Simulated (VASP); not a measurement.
# SiSn2 (P6/mmm) in VASP: notebook, part 2 of 3

VASP 6.6.1. The steps go on from the part before.

### 4 Single point, r2SCAN

This run uses another cell than the first one, of 23.87 Å³/atom, 1.152 times its volume.

POSCAR reads:

```
SiSn2
1.0
    5.2315809143      0.0000000000      0.0000000000
   -2.6157904572      4.5306819738      0.0000000000
    0.0000000000      0.0000000000      3.0215554052
Si Sn
1 2
Direct
    0.0000000000      0.0000000000      0.0000000000
    0.3333333333      0.6666666667      0.5000000000
    0.6666666667      0.3333333333      0.5000000000
```

INCAR.step1 reads:

```
SYSTEM = SiSn2
PREC     = Accurate       ! precision mode
ENCUT    = 520            ! plane-wave cutoff, eV
ISMEAR   = 0              ! smearing method
SIGMA    = 0.1            ! smearing width, eV
LREAL    = .FALSE.        ! projectors in reciprocal space
LASPH    = .TRUE.         ! aspherical terms in the spheres
NELM     = 60             ! most SCF steps
NBANDS   = 23             ! bands
GGA      = PE             ! functional
ALGO     = Normal         ! electronic algorithm
EDIFF    = 1E-4           ! SCF threshold, eV
LWAVE    = .TRUE.         ! write WAVECAR
LCHARG   = .FALSE.        ! write CHGCAR
```

INCAR.step2 reads:

```
SYSTEM = SiSn2
PREC     = Accurate       ! precision mode
ENCUT    = 520            ! plane-wave cutoff, eV
EDIFF    = 1E-6           ! SCF threshold, eV
ISMEAR   = 0              ! smearing method
SIGMA    = 0.1            ! smearing width, eV
LREAL    = .FALSE.        ! projectors in reciprocal space
LASPH    = .TRUE.         ! aspherical terms in the spheres
NELM     = 60             ! most SCF steps
ALGO     = Normal         ! electronic algorithm
ISIF     = 2              ! what is computed and relaxed
LWAVE    = .FALSE.        ! write WAVECAR
LCHARG   = .FALSE.        ! write CHGCAR
METAGGA  = R2SCAN         ! meta-GGA
LMIXTAU  = .TRUE.       
NBANDS   = 23             ! bands
ISTART   = 1
```

KPOINTS reads:

```
Automatic mesh
0
G
  6 6 6
  0 0 0
```

Potentials or basis: VASP PAW PBE potentials, release 64 (Si, Sn_d).

Run with:

```sh
$ cat potpaw_PBE.64/Si/POTCAR potpaw_PBE.64/Sn_d/POTCAR > POTCAR
$ cp INCAR.step1 INCAR
$ mpirun -np 1 vasp_std > vasp.out
$ cp INCAR.step2 INCAR
$ mpirun -np 1 vasp_std > vasp.out
```

OUTCAR:

```text
SYSTEM = SiSn2
   PREC = Accurate
   ENCUT = 520
   EDIFF = 1E-6
   ISMEAR = 0
   LREAL = .FALSE.
   LASPH = .TRUE.
   NELM = 60
   ISIF = 2
   METAGGA = R2SCAN
   ISTART = 1

 ion  position               nearest neighbor table
   1  0.000  0.000  0.000-   2 3.38   3 3.38   2 3.38   3 3.38   3 3.38   3 3.38   2 3.38   2 3.38
                             3 3.38   3 3.38   2 3.38   2 3.38
   2  0.333  0.667  0.500-   3 3.02   3 3.02   3 3.02   1 3.38   1 3.38   1 3.38   1 3.38   1 3.38
                             1 3.38
   3  0.667  0.333  0.500-   2 3.02   2 3.02   2 3.02   1 3.38   1 3.38   1 3.38   1 3.38   1 3.38
                             1 3.38

  LATTYP: Found a hexagonal cell.
 ALAT       =     5.2315809143
 C/A-ratio  =     0.5775606752

  Lattice vectors:

 A1 = (   5.2315809143,   0.0000000000,   0.0000000000)
 A2 = (  -2.6157904572,   4.5306819738,   0.0000000000)
 A3 = (   0.0000000000,   0.0000000000,   3.0215554052)

Analysis of symmetry for initial positions (statically):
=====================================================================
 Subroutine PRICEL returns:
 Original cell was already a primitive cell.

 Routine SETGRP: Setting up the symmetry group for a
 hexagonal supercell.

 Subroutine GETGRP returns: Found 24 space group operations
 (whereof 24 operations were pure point group operations)
 out of a pool of 24 trial point group operations.

The static configuration has the point symmetry D_6h.

Analysis of symmetry for dynamics (positions and initial velocities):
=====================================================================
 Subroutine PRICEL returns:
 Original cell was already a primitive cell.

 Routine SETGRP: Setting up the symmetry group for a
 hexagonal supercell.

 Subroutine GETGRP returns: Found 24 space group operations
 (whereof 24 operations were pure point group operations)
[... 114 lines left out ...]
   PSTRESS=    0.0 pullay stress
   NELECT =      32.0000    total number of electrons
   NUPDOWN=      -1.0000    fix difference up-down
   EMIN   =  10.00;   EMAX   =-10.00  energy-range for DOS
   EFERMI =   0.00;   METHOD = LEGACY
   ISMEAR =     0;   SIGMA  =   0.10  broadening in eV -4-tet -1-fermi 0-gaus
   EFERMI_NEDOS =   21; number of points for ismear=-14 and -15
   IALGO  =     38    algorithm
   IMIX   =      4    mixing-type and parameters
     AMIX     =   0.40;   BMIX     =  1.00
     AMIX_MAG =   1.60;   BMIX_MAG =  1.00
  volume/ion in A,a.u.               =      23.87       161.10
  Fermi-wavevector in a.u.,A,eV,Ry     =   1.251553  2.365092 21.311949  1.566384
  Thomas-Fermi vector in A             =   2.385495
   LORBIT       =      0    0 simple, 1 ext, 2 COOP (PROOUT), +10 PAW based schemes
   METAGGA = R2SCAN    functional components
   LHFCALC =     F    Hartree Fock is set to
   AEXX    =    0.0000 exact exchange contribution
   IVDW    =     0    specifies the selected vdW correction
   LEPSILON=     F    determine dielectric tensor
   LRPA    =     F    only Hartree local field effects (RPA)
 non-spin polarized calculation
 Gauss-broadening in eV      SIGMA  =   0.10
  energy-cutoff  :      520.00
  volume of cell :       71.62
 maximum number of plane-waves:      1958
 NGX is ok and might be reduce to    40
   NGX = 19   NGY = 19   NGZ = 11

 number of electron      32.0000004 magnetization

 Free energy of the ion-electron system (eV)
  ---------------------------------------------------
  ext. energy  EPLUGINS =         0.00000000
  ---------------------------------------------------
  free energy    TOTEN  =       -56.38723938 eV

  energy without entropy =      -56.37290933  energy(sigma->0) =      -56.38007435

 E-fermi :   8.0916     XC(G=0): -11.2459

 val. band max:        8.0558591921   @ k =   0.1667   0.1667   0.5000
 cond. band min:       8.1216765924   @ k =   0.1667  -0.0000   0.3333
 fundamental gap:      0.0658174003
 Fermi energy:         8.0916230805

 k-point     1 :       0.0000    0.0000    0.0000
  band No.  band energies     occupation
      1     -14.4526      2.00000
      2     -14.3024      2.00000
      3     -14.2254      2.00000
      4     -14.2254      2.00000
      5     -14.1047      2.00000
      6     -14.1046      2.00000
[... 613 lines left out ...]
     22      14.1547      0.00000
     23      14.2496      0.00000

 [... further k-points ...]
[... 5 lines left out ...]
  --------------------------------------------------------------------------------------
  -------------------------------------------------------------------------------------
  Total       -0.0013250     -0.0013250     -0.1495357      0.0000000      0.0000000     -0.0000000
  in kB       -0.0296419     -0.0296419     -3.3452487      0.0000000      0.0000000     -0.0000000
  external PRESSURE =      -1.1348442 kB  Pullay stress =       0.0000000 kB

 VOLUME and BASIS-vectors are now :
 -----------------------------------------------------------------------------
  energy-cutoff  :      520.00
  volume of cell :       71.62
      direct lattice vectors                 reciprocal lattice vectors
     5.231580914  0.000000000  0.000000000     0.191146809  0.110358662  0.000000000
    -2.615790457  4.530681974  0.000000000     0.000000000  0.220717324  0.000000000
     0.000000000  0.000000000  3.021555405     0.000000000  0.000000000  0.330955374

 POSITION                                       TOTAL-FORCE (eV/Angst)
 -----------------------------------------------------------------------------------
      0.00000      0.00000      0.00000         0.000000      0.000000      0.000000
     -0.00000      3.02045      1.51078        -0.000000      0.000000      0.000000
      2.61579      1.51023      1.51078         0.000000     -0.000000      0.000000
 -----------------------------------------------------------------------------------
    total drift:                               -0.000000      0.000000      0.000000

  FREE ENERGIE OF THE ION-ELECTRON SYSTEM (eV)
  ---------------------------------------------------
  free  energy   TOTEN  =       -56.3872393802 eV

  energy  without entropy=      -56.3729093287  energy(sigma->0) =      -56.38007435
```

OSZICAR.step1:

```text
N       E                     dE             d eps       ncg     rms          rms(c)
DAV:   1     0.248870930806E+03    0.24887E+03   -0.16029E+04  1330   0.198E+03
DAV:   2     0.144991019542E+02   -0.23437E+03   -0.22787E+03  1323   0.467E+02
DAV:   3    -0.109697845628E+02   -0.25469E+02   -0.25133E+02  1561   0.135E+02
DAV:   4    -0.117965714811E+02   -0.82679E+00   -0.82571E+00  1498   0.271E+01
DAV:   5    -0.118262675167E+02   -0.29696E-01   -0.29695E-01  1934   0.501E+00    0.265E+00
DAV:   6    -0.117940458133E+02    0.32222E-01   -0.39683E-02  1798   0.263E+00    0.149E+00
DAV:   7    -0.117821578894E+02    0.11888E-01   -0.26414E-02  1763   0.189E+00    0.169E-01
DAV:   8    -0.117818405138E+02    0.31738E-03   -0.12357E-03  1535   0.381E-01    0.794E-02
DAV:   9    -0.117818061804E+02    0.34333E-04   -0.19578E-04  1003   0.198E-01
   1 F= -.11781806E+02 E0= -.11775924E+02  d E =-.117649E-01
```

Wall time 62 s (1 thread of Intel Xeon 6975P-C (Granite Rapids), shared host); peak memory 0.21 GiB.

What came out:

| Item | Value |
| --- | --- |
| Free energy | -56.3872 eV |
| Pressure | -0.1 GPa |
| Band gap on the k mesh | zero (band 16 reaches 9.46 eV, above the bottom of band 17 at 5.05 eV) |

Stress tensor (GPa, compression positive):
```
 0.00  0.00  0.00
 0.00  0.00  0.00
 0.00  0.00 -0.33
```

Caveat: the PAW data sets were made with another functional, which shifts forces and pressure a little; spin-orbit coupling is left out, which moves the levels of the heavy elements.

(Continued in part 3 of 3.)
